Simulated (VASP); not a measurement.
# NbTe6Mo2 (P-31m) in VASP: a series of runs

The runs below take NbTe6Mo2 through single point, relaxation of cell and atoms, with PBE.

All numbers are computed with VASP 6.6.1; they aren't measurements. Logs are shortened: lines on timing, memory, paths and dates and some standing lists are left out, and cuts for length are marked.

## 1. The cell of the first run

It takes space group P-31m (No. 162, trigonal). Conventional cell: a = 6.180 Å, b = 6.180 Å, c = 7.747 Å, α = 90.00°, β = 90.00°, γ = 120.00°. Nb (site symmetry -3m) has 6 Te at 2.79 Å and 6 Mo at 3.57 Å within 3.7 Å. Te (site symmetry m) has 2 Mo at 2.76 Å and 1 Nb at 2.79 Å and 6 Te at 3.55 to 3.61 Å within 3.7 Å. Mo (site symmetry 32) has 6 Te at 2.76 Å and 3 Nb at 3.57 Å and 3 Mo at 3.57 Å within 3.6 Å.

## 2. Single point, PBE

The input, INCAR:

```
ALGO = Normal ; EDIFF = 1E-6
ENCUT = 520 ; GGA = PE
ISIF = 2 ; ISMEAR = 0
LASPH = T ; LCHARG = F
LREAL = F ; LWAVE = F
NBANDS = 48 ; NELM = 60
PREC = Accurate ; SIGMA = 0.1
```

The input, KPOINTS:

```
k-points
0
Gamma
  3 3 4
```

The input, POSCAR:

```
NbTe6Mo2
1.0
    6.1804509419      0.0000000028      0.0000000000
   -3.0902254733      5.3524275212      0.0000000000
    0.0000000000      0.0000000000      7.7474699431
Nb Te Mo
1 6 2
Direct
    0.0000000000      0.0000000000      0.0000000000
    0.6625102125      0.0000000000      0.7610171840
    0.3374897875      0.3374897875      0.7610171840
    0.0000000000      0.6625102125      0.7610171840
    0.3374897875      0.0000000000      0.2389828160
    0.0000000000      0.3374897875      0.2389828160
    0.6625102125      0.6625102125      0.2389828160
    0.3333333333      0.6666666667      0.0000000000
    0.6666666667      0.3333333333      0.0000000000
```

Potentials or basis: VASP PAW PBE potentials, release 64 (Nb_sv, Te, Mo_sv).

On the command line:

```console
$ cat potpaw_PBE.64/Nb_sv/POTCAR potpaw_PBE.64/Te/POTCAR potpaw_PBE.64/Mo_sv/POTCAR > POTCAR
$ mpirun -np 1 vasp_std > vasp.out
```

OUTCAR:

```text
EDIFF = 1E-6
   ENCUT = 520
   GGA = PE
   ISIF = 2
   ISMEAR = 0
   LASPH = T
   LREAL = F
   NELM = 60
   PREC = Accurate

 ion  position               nearest neighbor table
   1  0.000  0.000  0.000-   5 2.79   2 2.79   6 2.79   4 2.79   7 2.79   3 2.79
   2  0.663  0.000  0.761-   9 2.76   8 2.76   1 2.79   3 3.55   4 3.55   3 3.55   4 3.55   4 3.61
                             3 3.61
   3  0.337  0.337  0.761-   9 2.76   8 2.76   1 2.79   4 3.55   2 3.55   4 3.55   2 3.55   2 3.61
                             4 3.61
   4  0.000  0.663  0.761-   8 2.76   9 2.76   1 2.79   3 3.55   3 3.55   2 3.55   2 3.55   2 3.61
                             3 3.61
   5  0.337  0.000  0.239-   8 2.76   9 2.76   1 2.79   7 3.55   6 3.55   7 3.55   6 3.55   6 3.61
                             7 3.61
   6  0.000  0.337  0.239-   9 2.76   8 2.76   1 2.79   7 3.55   7 3.55   5 3.55   5 3.55   5 3.61
                             7 3.61
   7  0.663  0.663  0.239-   8 2.76   9 2.76   1 2.79   6 3.55   5 3.55   6 3.55   5 3.55   5 3.61
                             6 3.61
   8  0.333  0.667  0.000-   4 2.76   5 2.76   6 2.76   2 2.76   7 2.76   3 2.76
   9  0.667  0.333  0.000-   6 2.76   2 2.76   4 2.76   5 2.76   3 2.76   7 2.76

  LATTYP: Found a hexagonal cell.
 ALAT       =     6.1804509419
 C/A-ratio  =     1.2535444446

  Lattice vectors:

 A1 = (   6.1804509419,   0.0000000028,   0.0000000000)
 A2 = (  -3.0902254733,   5.3524275212,   0.0000000000)
 A3 = (   0.0000000000,   0.0000000000,   7.7474699431)

Analysis of symmetry for initial positions (statically):
=====================================================================
 Subroutine PRICEL returns:
 Original cell was already a primitive cell.

 Routine SETGRP: Setting up the symmetry group for a
 hexagonal supercell.

 Subroutine GETGRP returns: Found 12 space group operations
 (whereof 12 operations were pure point group operations)
 out of a pool of 24 trial point group operations.

The static configuration has the point symmetry D_3d.

Analysis of symmetry for dynamics (positions and initial velocities):
=====================================================================
 Subroutine PRICEL returns:
 Original cell was already a primitive cell.

 Routine SETGRP: Setting up the symmetry group for a
 hexagonal supercell.

 Subroutine GETGRP returns: Found 12 space group operations
 (whereof 12 operations were pure point group operations)
 out of a pool of 24 trial point group operations.

The dynamic configuration has the point symmetry D_3d.

 Subroutine INISYM returns: Found 12 space group operations
 (whereof 12 operations are pure point group operations),
 and found     1 'primitive' translations

----------------------------------------------------------------------------------------

                                     Primitive cell

  volume of cell :     256.2895

  direct lattice vectors                    reciprocal lattice vectors
     6.180450942  0.000000003  0.000000000     0.161800491  0.093415557  0.000000000
    -3.090225473  5.352427521  0.000000000    -0.000000000  0.186831115  0.000000000
     0.000000000  0.000000000  7.747469943     0.000000000  0.000000000  0.129074396

  length of vectors
     6.180450942  6.180450942  7.747469943     0.186831115  0.186831115  0.129074396

  position of ions in fractional coordinates (direct lattice)
     0.000000000  0.000000000  0.000000000
     0.662510213  0.000000000  0.761017184
     0.337489787  0.337489787  0.761017184
     0.000000000  0.662510213  0.761017184
     0.337489787  0.000000000  0.238982816
     0.000000000  0.337489787  0.238982816
     0.662510213  0.662510213  0.238982816
     0.333333333  0.666666667  0.000000000
     0.666666667  0.333333333  0.000000000

  ion indices of the primitive-cell ions
   primitive index   ion index
                 1           1
                 2           2
                 3           3
                 4           4
                 5           5
                 6           6
                 7           7
                 8           8
                 9           9

----------------------------------------------------------------------------------------

 KPOINTS: k-points

Automatic generation of k-mesh.
 Grid dimensions read from file:
 generate k-points for:    3    3    4

 Generating k-lattice:

  Cartesian coordinates                     Fractional coordinates (reciprocal lattice)
     0.053933497  0.031138519  0.000000000     0.333333333  0.000000000  0.000000000
    -0.000000000  0.062277038  0.000000000    -0.000000000  0.333333333  0.000000000
     0.000000000  0.000000000  0.032268599     0.000000000  0.000000000  0.250000000

  Length of vectors
     0.062277038  0.062277038  0.032268599

  Shift w.r.t. Gamma in fractional coordinates (k-lattice)
     0.000000000  0.000000000  0.000000000

 Subroutine IBZKPT returns following result:
 ===========================================

 Found     10 irreducible k-points:

 Following reciprocal coordinates:
            Coordinates               Weight
  0.000000  0.000000  0.000000      1.000000
  0.333333 -0.000000  0.000000      6.000000
  0.333333  0.333333  0.000000      2.000000
  0.000000  0.000000  0.250000      2.000000
  0.333333 -0.000000  0.250000     12.000000
  0.333333  0.333333  0.250000      2.000000
 -0.333333 -0.333333  0.250000      2.000000
  0.000000  0.000000  0.500000      1.000000
  0.333333 -0.000000  0.500000      6.000000
  0.333333  0.333333  0.500000      2.000000
   k-points           NKPTS =     10   k-points in BZ     NKDIM =     10   number of bands    NBANDS=     48
   number of dos      NEDOS =    301   number of ions     NIONS =      9
   total plane-waves  NPLWV = 138240
   dimension x,y,z NGX =    48 NGY =   48 NGZ =   60
   dimension x,y,z NGXF=    96 NGYF=   96 NGZF=  120
   ions per type =               1   6   2
   NGX,Y,Z   is equivalent  to a cutoff of  12.91, 12.91, 12.87 a.u.
   NGXF,Y,Z  is equivalent  to a cutoff of  25.82, 25.82, 25.75 a.u.
 SYSTEM =  unknown system
   PREC   = accura    normal or accurate (medium, high low for compatibility)
   ISTART =      0    job   : 0-new  1-cont  2-samecut
   ICHARG =      2    charge: 1-file 2-atom 10-const
   ISPIN  =      1    spin polarized calculation?
   LNONCOLLINEAR =      F non collinear calculations
   LSORBIT =      F    spin-orbit coupling
   LASPH  =      T    aspherical Exc in radial PAW
   ENCUT  =  520.0 eV  38.22 Ry    6.18 a.u.  11.49 11.49 14.41*2*pi/ulx,y,z
   NELM   =     60;   NELMIN=  2; NELMDL= -5     # of ELM steps
   EDIFF  = 0.1E-05   stopping-criterion for ELM
   LREAL  =      F    real-space projection
   EDIFFG = 0.1E-04   stopping-criterion for IOM
   NSW    =      0    number of steps for IOM
   IBRION =     -1    ionic relax: 0-MD 1-quasi-New 2-CG
   NFREE  =      0    steps in history (QN), initial steepest desc. (CG)
   ISIF   =      2    stress and relaxation
   ISYM   =      2    0-nonsym 1-usesym 2-fastsym
   POTIM  = 0.5000    time-step for ionic-motion
   TEBEG  =    0.0;   TEEND  =   0.0 temperature during run
   PSTRESS=    0.0 pullay stress
   NELECT =      77.0000    total number of electrons
   NUPDOWN=      -1.0000    fix difference up-down
   EMIN   =  10.00;   EMAX   =-10.00  energy-range for DOS
   EFERMI =   0.00;   METHOD = LEGACY
   ISMEAR =     0;   SIGMA  =   0.10  broadening in eV -4-tet -1-fermi 0-gaus
   EFERMI_NEDOS =   21; number of points for ismear=-14 and -15
   IALGO  =     38    algorithm
   IMIX   =      4    mixing-type and parameters
     AMIX     =   0.40;   BMIX     =  1.00
     AMIX_MAG =   1.60;   BMIX_MAG =  1.00
  volume/ion in A,a.u.               =      28.48       192.17
  Fermi-wavevector in a.u.,A,eV,Ry     =   1.096465  2.072018 16.357408  1.202236
  Thomas-Fermi vector in A             =   2.232808
   LORBIT       =      0    0 simple, 1 ext, 2 COOP (PROOUT), +10 PAW based schemes
   GGA     = PE    functional components
   LHFCALC =     F    Hartree Fock is set to
   AEXX    =    0.0000 exact exchange contribution
   IVDW    =     0    specifies the selected vdW correction
   LEPSILON=     F    determine dielectric tensor
   LRPA    =     F    only Hartree local field effects (RPA)
 non-spin polarized calculation
 Gauss-broadening in eV      SIGMA  =   0.10
  energy-cutoff  :      520.00
  volume of cell :      256.29
 maximum number of plane-waves:      6929
 NGX is ok and might be reduce to    48
   NGX = 23   NGY = 23   NGZ = 29

 number of electron      77.0000000 magnetization

 Free energy of the ion-electron system (eV)
  ---------------------------------------------------
  ext. energy  EPLUGINS =         0.00000000
  ---------------------------------------------------
  free energy    TOTEN  =       -52.93857304 eV

  energy without entropy =      -52.90656744  energy(sigma->0) =      -52.92257024

 E-fermi :   7.0589     XC(G=0):  -9.6743

 val. band max:        7.0247231056   @ k =   0.3333  -0.0000   0.2500
 cond. band min:       7.1323663038   @ k =   0.3333  -0.0000   0.5000
 fundamental gap:      0.1076431982
 Fermi energy:         7.0588625267

 k-point     1 :       0.0000    0.0000    0.0000
  band No.  band energies     occupation
      1     -54.1814      2.00000
      2     -54.1756      2.00000
      3     -48.4086      2.00000
      4     -28.3376      2.00000
      5     -28.3376      2.00000
      6     -28.2880      2.00000
[... 40 lines left out ...]
     47       9.1997      0.00000
     48       9.5421      0.00000

 k-point     2 :       0.3333   -0.0000    0.0000
  band No.  band energies     occupation
      1     -54.1802      2.00000
      2     -54.1768      2.00000
      3     -48.4086      2.00000
      4     -28.3410      2.00000
      5     -28.3292      2.00000
      6     -28.2963      2.00000
[... 400 lines left out ...]
 k-point    10 :       0.3333    0.3333    0.5000
  band No.  band energies     occupation
      1     -54.1785      2.00000
      2     -54.1785      2.00000
      3     -48.4086      2.00000
      4     -28.3435      2.00000
      5     -28.3131      2.00000
      6     -28.3131      2.00000
[... 40 lines left out ...]
     47       9.3775      0.00000
     48       9.3775      0.00000

------------------------ aborting loop because EDIFF is reached ----------------------------------------

  FORCE on cell =-STRESS in cart. coord.  units (eV):
  Direction    XX          YY          ZZ          XY          YZ          ZX
  --------------------------------------------------------------------------------------
  -------------------------------------------------------------------------------------
  Total       -0.1628115     -0.1628115     -0.0059375     -0.0000000      0.0000000     -0.0000000
  in kB       -1.0178055     -1.0178055     -0.0371180     -0.0000000      0.0000000     -0.0000000
  external PRESSURE =      -0.6909096 kB  Pullay stress =       0.0000000 kB

 VOLUME and BASIS-vectors are now :
 -----------------------------------------------------------------------------
  energy-cutoff  :      520.00
  volume of cell :      256.29
      direct lattice vectors                 reciprocal lattice vectors
     6.180450942  0.000000003  0.000000000     0.161800491  0.093415557  0.000000000
    -3.090225473  5.352427521  0.000000000    -0.000000000  0.186831115  0.000000000
     0.000000000  0.000000000  7.747469943     0.000000000  0.000000000  0.129074396

 POSITION                                       TOTAL-FORCE (eV/Angst)
 -----------------------------------------------------------------------------------
      0.00000      0.00000      0.00000         0.000000     -0.000000      0.000000
      4.09461      0.00000      5.89596         0.010579      0.000000     -0.000093
      1.04292      1.80639      5.89596        -0.005289     -0.009161     -0.000093
     -2.04731      3.54604      5.89596        -0.005289      0.009161     -0.000093
      2.08584      0.00000      1.85151        -0.010579     -0.000000      0.000093
     -1.04292      1.80639      1.85151         0.005289     -0.009161      0.000093
      2.04731      3.54604      1.85151         0.005289      0.009161      0.000093
     -0.00000      3.56829      0.00000         0.000000     -0.000000      0.000000
      3.09023      1.78414      0.00000        -0.000000     -0.000000      0.000000
 -----------------------------------------------------------------------------------
    total drift:                               -0.000000      0.000000      0.000000

  FREE ENERGIE OF THE ION-ELECTRON SYSTEM (eV)
  ---------------------------------------------------
  free  energy   TOTEN  =       -52.9385730399 eV

  energy  without entropy=      -52.9065674414  energy(sigma->0) =      -52.92257024
```

It took 97 s on 1 thread of Intel Xeon 6975P-C (Granite Rapids), shared host; peak memory 0.43 GiB.

What came out:

```yaml
Free_energy: -52.9386 eV
Pressure: -0.1 GPa
Largest_force: 0.011 eV/Å
Band_gap_on_the_k_mesh: zero (an odd number of electrons rules out a gap without spin polarisation)
```

Forces in eV/Å, atoms in the order of the input:
```
Nb   0.000  0.000  0.000
Te   0.011  0.000  0.000
Te  -0.005 -0.009  0.000
Te  -0.005  0.009  0.000
Te  -0.011  0.000  0.000
Te   0.005 -0.009  0.000
Te   0.005  0.009  0.000
Mo   0.000  0.000  0.000
Mo   0.000  0.000  0.000
```

Caveat: the k points lie up to 0.39 Å⁻¹ apart, too coarse for converged energies and pressures of a metal; spin-orbit coupling is left out, which moves the levels of the heavy elements; this functional lacks dispersion, which binds the layers, so the pressure and a relaxed spacing across them are unreliable.

(Continued in part 2 of 2.)
